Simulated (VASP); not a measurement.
# HfN (vib): vibrations by perturbation theory with LDA

The system is HfN (vib).

```
CELL_PARAMETERS angstrom
0.00000 2.23434 2.23434
2.23434 0.00000 2.23434
2.23434 2.23434 0.00000
ATOMIC_POSITIONS crystal
Hf 0.00000 0.00000 0.00000
N 0.50000 0.50000 0.50000
```

```
Program                : VASP 6.6.1
Task                   : vibrations by perturbation theory
Functional             : LDA
Potentials or basis    : VASP PAW LDA potentials, release 64 (Hf_pv, N)
Cutoff                 : 600 eV
k mesh                 : 12 × 12 × 12
Occupations            : fermi-dirac, width 0.15 eV
Spin                   : no spin polarisation
Dipole correction      : no
Further INCAR settings : ALGO = Normal; EDIFF = 1e-08; NBANDS = 14; IBRION = 8; NSW = 1
```

| Item | Value |
| --- | --- |
| Highest phonon frequency at Γ, LO-TO splitting left out | 521 cm⁻¹ |

Phonon frequencies in cm⁻¹ (negative: imaginary):
```
              q point        frequencies
(0.000, 0.000, 0.000)  0 0 0 521 521 521
```

Wall time 6.3 min on 1 thread of Intel Xeon 8259CL, on a shared host, peak memory 0.28 GiB.

Caveat: the cell wasn't relaxed at this level first, which shifts response properties.
